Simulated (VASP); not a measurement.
# Ca7Y (C2) in VASP: single point with PBE

Aim: the single point of Ca7Y with PBE.

All numbers are computed with VASP 6.6.1; they aren't measurements. Logs are shortened: lines on timing, memory, paths and dates and some standing lists are left out, and cuts for length are marked.

**1. The cell of the first run**

The structure is monoclinic, space group C2 (No. 5). Conventional cell: a = 9.706 Å, b = 9.706 Å, c = 6.920 Å, α = 90.00°, β = 90.09°, γ = 90.00°. Ca (site symmetry 1) has 12 Ca at 3.40 to 4.33 Å and 2 Y at 4.17 to 4.19 Å within 4.5 Å. Ca (site symmetry 1) has 10 Ca at 3.81 to 3.90 Å and 2 Y at 3.84 to 3.85 Å within 5.0 Å. Within 4.5 Å of Ca (site symmetry 1) lie 12 Ca at 3.40 to 4.34 Å and 2 Y at 4.17 to 4.18 Å. Within 4.5 Å of Ca (site symmetry 2) lie 2 Y at 3.46 Å and 12 Ca at 3.84 to 4.23 Å. Y (site symmetry 2) has 14 Ca at 3.46 to 4.19 Å within 4.5 Å.

**2. Single point, PBE**

INCAR reads:

```
SYSTEM = Ca7Y
PREC = Accurate ; ENCUT = 520
EDIFF = 1E-7 ; ISMEAR = 0
SIGMA = 0.1 ; LREAL = .FALSE.
LASPH = .TRUE. ; NELM = 60
ALGO = Normal ; ISIF = 2
LWAVE = .FALSE. ; LCHARG = .TRUE.
GGA = PE ; LVHAR = .TRUE.
NBANDS = 50 ; KPAR = 4
```

KPOINTS reads:

```
Automatic mesh
0
G
  6 6 6
  0 0 0
```

POSCAR reads:

```
Ca7Y
1.0
    4.8526438271     -4.8529735672      0.0329894716
    4.8526438271      4.8529735672      0.0329894716
   -0.0361000040      0.0000000000      6.9201238436
Ca Y
7 1
Direct
    0.4366447418      0.8158908435      0.2420029602
    0.9367259525      0.5640723869      0.2506065831
    0.1841091565      0.5633552582      0.7579970398
    0.4367187677      0.3109563937      0.2414837195
    0.4359276131      0.0632740475      0.7493934169
    0.9361582722      0.0638417278      0.5000000000
    0.6890436063      0.5632812323      0.7585162805
    0.9358238750      0.0641761250      0.0000000000
```

Potentials or basis: VASP PAW PBE potentials, release 64 (Ca_sv, Y_sv).

Run with:

```
$ cat potpaw_PBE.64/Ca_sv/POTCAR potpaw_PBE.64/Y_sv/POTCAR > POTCAR
$ mpirun -np 4 vasp_std > vasp.out
```

OUTCAR:

```text
SYSTEM = Ca7Y
   PREC = Accurate
   ENCUT = 520
   EDIFF = 1E-7
   ISMEAR = 0
   LREAL = .FALSE.
   LASPH = .TRUE.
   NELM = 60
   ISIF = 2
   GGA = PE

 ion  position               nearest neighbor table
   1  0.437  0.816  0.242-
   2  0.937  0.564  0.251-
   3  0.184  0.563  0.758-
   4  0.437  0.311  0.241-
   5  0.436  0.063  0.749-
   6  0.936  0.064  0.500-   8 3.46   8 3.46
   7  0.689  0.563  0.759-
   8  0.936  0.064  0.000-   6 3.46   6 3.46

  LATTYP: Found a base centered monoclinic cell.
 ALAT       =     9.7055119222
 B/A-ratio  =     1.0000448418
 C/A-ratio  =     0.7130193708
 COS(beta)  =    -0.0015815188

  Lattice vectors:

 A1 = (  -4.8526438271,   4.8529735672,  -0.0329894716)
 A2 = (  -4.8526438271,  -4.8529735672,  -0.0329894716)
 A3 = (  -0.0361000040,   0.0000000000,   6.9201238436)

Analysis of symmetry for initial positions (statically):
=====================================================================
 Subroutine PRICEL returns:
 Original cell was already a primitive cell.

 Routine SETGRP: Setting up the symmetry group for a
 base centered monoclinic supercell.

 Subroutine GETGRP returns: Found  2 space group operations
 (whereof  2 operations were pure point group operations)
 out of a pool of  4 trial point group operations.

The static configuration has the point symmetry C_2 .

Analysis of symmetry for dynamics (positions and initial velocities):
=====================================================================
 Subroutine PRICEL returns:
 Original cell was already a primitive cell.

 Routine SETGRP: Setting up the symmetry group for a
 base centered monoclinic supercell.

 Subroutine GETGRP returns: Found  2 space group operations
 (whereof  2 operations were pure point group operations)
 out of a pool of  4 trial point group operations.

The dynamic configuration has the point symmetry C_2 .

 Subroutine INISYM returns: Found  2 space group operations
 (whereof  2 operations are pure point group operations),
 and found     1 'primitive' translations

----------------------------------------------------------------------------------------

                                     Primitive cell

  volume of cell :     325.9460

  direct lattice vectors                    reciprocal lattice vectors
     4.852643827 -4.852973567  0.032989472     0.103032962 -0.103029615  0.000537489
     4.852643827  4.852973567  0.032989472     0.103032962  0.103029615  0.000537489
    -0.036100004  0.000000000  6.920123844    -0.000982353  0.000000000  0.144500960

  length of vectors
     6.862987168  6.862987168  6.920218004     0.145709237  0.145709237  0.144504299

  position of ions in fractional coordinates (direct lattice)
     0.436644742  0.815890844  0.242002960
     0.936725952  0.564072387  0.250606583
     0.184109157  0.563355258  0.757997040
     0.436718768  0.310956394  0.241483720
     0.435927613  0.063274048  0.749393417
     0.936158272  0.063841728  0.500000000
     0.689043606  0.563281232  0.758516280
     0.935823875  0.064176125  1.000000000

  ion indices of the primitive-cell ions
   primitive index   ion index
                 1           1
                 2           2
                 3           3
                 4           4
                 5           5
                 6           6
                 7           7
                 8           8

----------------------------------------------------------------------------------------

 KPOINTS: Automatic mesh

Automatic generation of k-mesh.
 Grid dimensions read from file:
 generate k-points for:    6    6    6

 Generating k-lattice:

  Cartesian coordinates                     Fractional coordinates (reciprocal lattice)
     0.017172160 -0.017171603  0.000089581     0.166666667  0.000000000  0.000000000
     0.017172160  0.017171603  0.000089581     0.000000000  0.166666667  0.000000000
    -0.000163726  0.000000000  0.024083493    -0.000000000 -0.000000000  0.166666667

  Length of vectors
     0.024284873  0.024284873  0.024084050

  Shift w.r.t. Gamma in fractional coordinates (k-lattice)
     0.000000000  0.000000000  0.000000000

 Subroutine IBZKPT returns following result:
 ===========================================

 Found     68 irreducible k-points:

 Following reciprocal coordinates:
            Coordinates               Weight
  0.000000  0.000000  0.000000      1.000000
  0.166667  0.000000 -0.000000      4.000000
  0.333333  0.000000 -0.000000      4.000000
  0.500000  0.000000 -0.000000      2.000000
  0.166667  0.166667 -0.000000      2.000000
  0.333333  0.166667 -0.000000      4.000000
[... 16 lines left out ...]
 -0.333333  0.166667  0.166667      4.000000
 -0.166667  0.166667  0.166667      4.000000
 [... further k-points ...]
   k-points           NKPTS =     68   k-points in BZ     NKDIM =     68   number of bands    NBANDS=     50
   number of dos      NEDOS =    301   number of ions     NIONS =      8
   total plane-waves  NPLWV = 157464
   dimension x,y,z NGX =    54 NGY =   54 NGZ =   54
   dimension x,y,z NGXF=   108 NGYF=  108 NGZF=  108
   ions per type =               7   1
   NGX,Y,Z   is equivalent  to a cutoff of  13.08, 13.08, 12.97 a.u.
   NGXF,Y,Z  is equivalent  to a cutoff of  26.16, 26.16, 25.95 a.u.
 SYSTEM =  Ca7Y
   PREC   = accura    normal or accurate (medium, high low for compatibility)
   ISTART =      0    job   : 0-new  1-cont  2-samecut
   ICHARG =      2    charge: 1-file 2-atom 10-const
   ISPIN  =      1    spin polarized calculation?
   LNONCOLLINEAR =      F non collinear calculations
   LSORBIT =      F    spin-orbit coupling
   LASPH  =      T    aspherical Exc in radial PAW
   ENCUT  =  520.0 eV  38.22 Ry    6.18 a.u.  12.76 12.76 12.87*2*pi/ulx,y,z
   NELM   =     60;   NELMIN=  2; NELMDL= -5     # of ELM steps
   EDIFF  = 0.1E-06   stopping-criterion for ELM
   LREAL  =      F    real-space projection
   EDIFFG = 0.1E-05   stopping-criterion for IOM
   NSW    =      0    number of steps for IOM
   IBRION =     -1    ionic relax: 0-MD 1-quasi-New 2-CG
   NFREE  =      0    steps in history (QN), initial steepest desc. (CG)
   ISIF   =      2    stress and relaxation
   ISYM   =      2    0-nonsym 1-usesym 2-fastsym
   POTIM  = 0.5000    time-step for ionic-motion
   TEBEG  =    0.0;   TEEND  =   0.0 temperature during run
   PSTRESS=    0.0 pullay stress
   NELECT =      81.0000    total number of electrons
   NUPDOWN=      -1.0000    fix difference up-down
   EMIN   =  10.00;   EMAX   =-10.00  energy-range for DOS
   EFERMI =   0.00;   METHOD = LEGACY
   ISMEAR =     0;   SIGMA  =   0.10  broadening in eV -4-tet -1-fermi 0-gaus
   EFERMI_NEDOS =   21; number of points for ismear=-14 and -15
   IALGO  =     38    algorithm
   IMIX   =      4    mixing-type and parameters
     AMIX     =   0.40;   BMIX     =  1.00
     AMIX_MAG =   1.60;   BMIX_MAG =  1.00
  volume/ion in A,a.u.               =      40.74       274.95
  Fermi-wavevector in a.u.,A,eV,Ry     =   1.029251  1.945002 14.413436  1.059358
  Thomas-Fermi vector in A             =   2.163289
   LORBIT       =      0    0 simple, 1 ext, 2 COOP (PROOUT), +10 PAW based schemes
   GGA     = PE    functional components
   LHFCALC =     F    Hartree Fock is set to
   AEXX    =    0.0000 exact exchange contribution
   IVDW    =     0    specifies the selected vdW correction
   LEPSILON=     F    determine dielectric tensor
   LRPA    =     F    only Hartree local field effects (RPA)
 non-spin polarized calculation
 Gauss-broadening in eV      SIGMA  =   0.10
  energy-cutoff  :      520.00
  volume of cell :      325.95
 maximum number of plane-waves:      8799
 NGX is ok and might be reduce to    54
   NGX = 25   NGY = 25   NGZ = 25

 number of electron      81.0000003 magnetization

 Free energy of the ion-electron system (eV)
  ---------------------------------------------------
  ext. energy  EPLUGINS =         0.00000000
  ---------------------------------------------------
  free energy    TOTEN  =       -19.16196037 eV

  energy without entropy =      -19.12740321  energy(sigma->0) =      -19.14468179

 E-fermi :   2.1490     XC(G=0):  -7.9386

 val. band max:        2.1390661203   @ k =   0.5000   0.1667   0.0000
 cond. band min:       2.1579792200   @ k =  -0.1667   0.1667   0.0000
 fundamental gap:      0.0189130997
 Fermi energy:         2.1489722685

 k-point     1 :       0.0000    0.0000    0.0000
  band No.  band energies     occupation
      1     -41.5428      2.00000
      2     -39.8332      2.00000
      3     -39.8288      2.00000
      4     -39.8060      2.00000
      5     -39.8060      2.00000
      6     -39.7861      2.00000
[... 42 lines left out ...]
     49       2.7158      0.00000
     50       2.9306      0.00000

 k-point     2 :       0.1667    0.0000   -0.0000
  band No.  band energies     occupation
      1     -41.5428      2.00000
      2     -39.8323      2.00000
      3     -39.8279      2.00000
      4     -39.8077      2.00000
      5     -39.8060      2.00000
      6     -39.7860      2.00000
[... 42 lines left out ...]
     49       2.8449      0.00000
     50       2.9262      0.00000

 k-point     3 :       0.3333    0.0000   -0.0000
  band No.  band energies     occupation
      1     -41.5428      2.00000
      2     -39.8312      2.00000
      3     -39.8245      2.00000
      4     -39.8122      2.00000
      5     -39.8060      2.00000
      6     -39.7858      2.00000
[... 42 lines left out ...]
     49       2.9771      0.00000
     50       3.0464      0.00000

 k-point     4 :       0.5000    0.0000   -0.0000
  band No.  band energies     occupation
      1     -41.5428      2.00000
      2     -39.8309      2.00000
      3     -39.8202      2.00000
      4     -39.8168      2.00000
      5     -39.8060      2.00000
      6     -39.7857      2.00000
[... 999 lines left out ...]
 k-point    23 :      -0.3333    0.1667    0.1667
  band No.  band energies     occupation
      1     -41.5427      2.00000
      2     -39.8295      2.00000
      3     -39.8244      2.00000
      4     -39.8121      2.00000
      5     -39.8077      2.00000
      6     -39.7858      2.00000
[... 42 lines left out ...]
     49       2.9770      0.00000
     50       3.0876      0.00000

 k-point    24 :      -0.1667    0.1667    0.1667
  band No.  band energies     occupation
      1     -41.5427      2.00000
      2     -39.8309      2.00000
      3     -39.8275      2.00000
      4     -39.8077      2.00000
      5     -39.8076      2.00000
      6     -39.7859      2.00000
[... 42 lines left out ...]
     49       2.9741      0.00000
     50       3.0049      0.00000

 [... further k-points ...]

------------------------ aborting loop because EDIFF is reached ----------------------------------------

  FORCE on cell =-STRESS in cart. coord.  units (eV):
  Direction    XX          YY          ZZ          XY          YZ          ZX
  --------------------------------------------------------------------------------------
  -------------------------------------------------------------------------------------
  Total        0.0720702      0.0680230      0.0298533      0.0000000      0.0000000     -0.0168268
  in kB        0.3542590      0.3343649      0.1467428      0.0000000      0.0000000     -0.0827118
  external PRESSURE =       0.2784556 kB  Pullay stress =       0.0000000 kB

 VOLUME and BASIS-vectors are now :
 -----------------------------------------------------------------------------
  energy-cutoff  :      520.00
  volume of cell :      325.95
      direct lattice vectors                 reciprocal lattice vectors
     4.852643827 -4.852973567  0.032989472     0.103032962 -0.103029615  0.000537489
     4.852643827  4.852973567  0.032989472     0.103032962  0.103029615  0.000537489
    -0.036100004  0.000000000  6.920123844    -0.000982353  0.000000000  0.144500960

 POSITION                                       TOTAL-FORCE (eV/Angst)
 -----------------------------------------------------------------------------------
      6.06937      1.84047      1.71601        -0.002069     -0.000772      0.000931
      7.27379     -1.80848      1.78374        -0.002242     -0.000884     -0.005254
      3.59981      1.84047      5.27009         0.002069     -0.000772     -0.000931
      3.61948     -0.61032      1.69576         0.001948      0.004488      0.002948
      2.39539     -1.80848      5.20236         0.002242     -0.000884      0.005254
      4.83459     -4.23333      3.49305         0.000000     -0.001608      0.000000
      6.04970     -0.61032      5.29034        -0.001948      0.004488     -0.002948
      4.85264     -4.23008      0.03299         0.000000     -0.004057      0.000000
 -----------------------------------------------------------------------------------
    total drift:                                0.000000     -0.000236      0.000000

  FREE ENERGIE OF THE ION-ELECTRON SYSTEM (eV)
  ---------------------------------------------------
  free  energy   TOTEN  =       -19.1619603705 eV

  energy  without entropy=      -19.1274032074  energy(sigma->0) =      -19.14468179
```

Run time: 6.8 min. Hardware: 4 MPI ranks of AMD EPYC 7R13 (Zen 3), shared host; peak memory 0.98 GiB.

What came out:

```
Free energy            : -19.1620 eV
Pressure               : 0.0 GPa
Largest force          : 0.006 eV/Å
Band gap on the k mesh : zero (an odd number of electrons rules out a gap without spin polarisation)
```

Forces on the atoms (eV/Å):
```
Ca  -0.002 -0.001  0.001
Ca  -0.002 -0.001 -0.005
Ca   0.002 -0.001 -0.001
Ca   0.002  0.004  0.003
Ca   0.002 -0.001  0.005
Ca   0.000 -0.002  0.000
Ca  -0.002  0.004 -0.003
Y    0.000 -0.004  0.000
```
